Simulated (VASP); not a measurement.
## Ag: relaxation of cell and atoms with r2SCAN

Crystal: Ag.

```xyz
2
Lattice="0.0000 2.8100 2.8100 2.8100 0.0000 2.8100 2.8100 2.8100 0.0000" Properties=species:S:1:pos:R:3 pbc="T T T"
Ag    5.6200    5.6200    5.6200
Ag    1.4050    1.4050    1.4050
```

This isn't the form of Ag at room conditions, which is fcc.

```json
{"Program": "VASP 6.6.1", "Task": "relaxation of cell and atoms", "Functional": "r2SCAN", "Potentials or basis": "VASP PAW PBE potentials, release 64 (Ag)", "Cutoff": "550 eV", "k mesh": "8 × 8 × 8", "Occupations": "fermi-dirac, width 0.05 eV", "Spin": "no spin polarisation", "Target pressure": "15 GPa", "Dipole correction": "no", "Further INCAR settings": "ALGO = Normal; EDIFF = 1e-07; IBRION = 2; EDIFFG = -0.01; NSW = 80; ISIF = 3"}
```

```yaml
Relaxed_volume: 22.88 Å³/atom
Relaxed_cell: a = 4.015 Å, b = 4.015 Å, c = 4.015 Å, α = 60.00°, β = 60.00°, γ = 60.00°
Space_group_after_relaxing_to_0.1_Å: Fd-3m (No. 227)
Energy_change_on_relaxing_the_run_minimises_the_enthalpy: -71.9 meV/atom
Ionic_steps: 3
Pressure_after_relaxing: 15.0 GPa
Band_gap_on_the_k_mesh: zero (bands 11 and 12 overlap by 1.51 eV)
```

Step by step:
| step | energy change (eV) | largest force (eV/Å) | pressure (GPa) | volume (Å³) |
| --- | --- | --- | --- | --- |
| 1 | 0.0000 | 0.0000 | 18.63 | 44.38 |
| 2 | -0.2980 | 0.0000 | 10.75 | 47.69 |
| 3 | -0.1437 | 0.0000 | 14.98 | 45.75 |

Final structure:
```
CELL_PARAMETERS angstrom
0.00000 2.83873 2.83873
2.83873 0.00000 2.83873
2.83873 2.83873 0.00000
ATOMIC_POSITIONS crystal
Ag 0.00000 0.00000 0.00000
Ag 0.25000 0.25000 0.25000
```

Levels at points of the mesh, in eV from the Fermi level:
| k point | band 8 | band 9 | band 10 | band 11 | band 12 | band 13 | band 14 | band 15 |
| --- | --- | --- | --- | --- | --- | --- | --- | --- |
| (0.00, 0.00, 0.00) | -3.76 | -3.76 | -2.80 | -2.80 | 10.95 | 10.95 | 10.95 | 11.34 |
| (0.50, 0.00, 0.00) | -3.55 | -2.89 | -2.89 | -1.15 | -0.61 | 7.73 | 7.73 | 10.20 |
| (0.50, 0.50, 0.00) | -4.12 | -2.73 | -2.73 | 0.39 | 0.39 | 3.98 | 3.98 | 8.54 |

Wall time 4 min on 1 thread of Intel(R) Xeon(R) 6975P-C (Granite Rapids), on a shared host, peak memory 0.19 GiB.

Caveat: the cell is relaxed towards a set pressure, so the run minimises the enthalpy, not the energy; the PAW data sets were made with another functional, which shifts forces and pressure a little.
